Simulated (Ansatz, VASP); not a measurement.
**NiO: VASP beside Ansatz**

INCAR

```
SYSTEM = NiO
  PREC = Accurate
  ENCUT = 520
  EDIFF = 1E-6
  ISMEAR = 1
  SIGMA = 0.01
  LREAL = .False.
  LASPH = .True.
  NELM = 150
  ALGO = Normal
  ISIF = 2
  LWAVE = .False.
  LCHARG = .False.
  ISPIN = 2
  MAGMOM = 1 0
  LORBIT = 11
  LMAXMIX = 4
  LDAU = .True.
  LDAUTYPE = 2
  LDAUL = 2 -1
  LDAUU = 7 0
  LDAUJ = 0 0
  LDAUPRINT = 1
  NBANDS = 19
```

Contents of KPOINTS:

```
regular mesh
0
Gamma
  11 11 11
  0 0 0
```

POSCAR

```
NiO
1.0
    0.0000000000      2.0859016414      2.0859016414
    2.0859016414      0.0000000000      2.0859016414
    2.0859016414      2.0859016414      0.0000000000
Ni O
1 1
Direct
    0.0000000000      0.0000000000      0.0000000000
    0.5000000000      0.5000000000      0.5000000000
```

Contents of input.yaml:

```yaml
crystal:
  lattice:
    - [0.0, 2.0859016414, 2.0859016414]
    - [2.0859016414, 0.0, 2.0859016414]
    - [2.0859016414, 2.0859016414, 0.0]
  atoms:
    - { symbol: Ni, position: [0.0, 0.0, 0.0], spin: 1.0 }
    - { symbol: O, position: [0.5, 0.5, 0.5] }
hamiltonian:
  xc: lda
  pseudopotentials: { kind: paw, source: jth, xc_functional: pbe }
  hubbard: { sites: [{ species: Ni, l: d, u_eff: 7.0 }] }
magnetization:
  spin_polarized: true
kpoints:
  mp_grid: { grid: [11, 11, 11] }
  band_path:
    path:
      - [[0.0, 0.0, 0.0], [0.5, 0.0, 0.5], [0.5, 0.25, 0.75], [0.375, 0.375, 0.75], [0.0, 0.0, 0.0], [0.5, 0.5, 0.5], [0.625, 0.25, 0.625], [0.5, 0.25, 0.75], [0.5, 0.5, 0.5], [0.375, 0.375, 0.75]]
      - [[0.625, 0.25, 0.625], [0.5, 0.0, 0.5]]
    npoints: 14
scf:
  occupations: { method: methfessel_paxton, width: 0.01 }
  n_extra_bands: 6
output:
  forces: true
  stress: true
  eigenvalues: true
  fatbands: false
```

Alike in both runs: functional LDA; k mesh 11 × 11 × 11; occupations methfessel-paxton of order 1, width 0.01 eV; collinear spin; Hubbard terms Ni d U = 7.0 eV.

|  | VASP | Ansatz |
| --- | --- | --- |
| version | VASP 6.6.1 | Ansatz 0.2.0 |
| potentials or method | VASP PAW LDA potentials, release 64 (Ni, O) | JTH PAW |
| plane-wave cutoff (eV) | 520 | 2400 |
| valence electrons in the cell | 16 | 24 |
| task | single point | band structure |

```tsv
	VASP	Ansatz	Ansatz less VASP
gap on the k mesh at the Fermi level (eV)	2.22	1.92	-0.299
least direct gap on the mesh (eV)	2.87	2.61	-0.261
pressure (GPa)	-17.0	-3.2	+13.84
net moment per atom (μB)	1.00	1.00	0.000
size of the moment on the site where the two differ most (μB)	1.81	1.70	-0.105
```

LDA's correlation is that of Perdew and Zunger in VASP and of Perdew and Wang (1992) in Ansatz. Site moments also hang on the region over which each program counts them. The programs project onto different local orbitals, so the same U acts differently, and such runs can settle in different states. VASP's potentials hold 16 valence electrons a cell and Ansatz's 24, so a difference there can come from the potentials and not from the codes.

Noted on Ansatz's run: the magnetic or orbital state may not be the lowest.
